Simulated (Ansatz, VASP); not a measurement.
**Two plane-wave programs on Al7Ni8**

```xyz
15
Lattice="4.0477 0.0000 0.0000 -2.0239 3.5054 0.0000 0.0000 0.0000 26.5673" Properties=species:S:1:pos:R:3 pbc="T T T"
Ni    0.0000    2.3369    7.7712
Ni    0.0000    0.0000    9.0908
Ni    2.0239    1.1685   10.7980
Ni    0.0000    2.3369   12.4715
Ni    0.0000    0.0000   14.0958
Ni    2.0239    1.1685   15.7693
Ni    0.0000    2.3369   17.4765
Ni    0.0000    0.0000   18.7961
Al    2.0239    1.1685    8.2586
Al    0.0000    2.3369   10.0332
Al    0.0000    0.0000   11.6144
Al    2.0239    1.1685   13.2837
Al    0.0000    2.3369   14.9529
Al    0.0000    0.0000   16.5341
Al    2.0239    1.1685   18.3087
```

Alike in both runs: functional PBEsol; k mesh 9 × 9 × 1; occupations gaussian, width 0.1 eV; no spin polarisation.

Ansatz relaxed the structure, and its values are those at the end. VASP's run is a single point on that final structure, the one shown.

```csv
,VASP,Ansatz
version,VASP 6.6.1,Ansatz 0.2.0
potentials or method,"VASP PAW PBE potentials, release 64 (Ni, Al), cutoff 520 eV","scalar-relativistic, plane waves, PAW"
valence electrons in the cell,101,165
```

Ansatz gave:

```
gap on the k mesh at the Fermi level (eV)  : none
rms of the force components (eV/Å)         : 0.005
work function, face that differs most (eV) : 4.48
```

Q: What did VASP give for the same quantities?

A: gap on the k mesh at the Fermi level (eV): none; rms of the force components (eV/Å): 0.008; work function, face that differs most (eV): 4.48.

VASP's potentials were made for PBE, not for PBEsol. A gap of «none» marks a metal or a gap that the smearing closes. VASP's potentials hold 101 valence electrons a cell and Ansatz's 165, so a difference there can come from the potentials and not from the codes. Ansatz's warnings: xc potential rough in thin density.
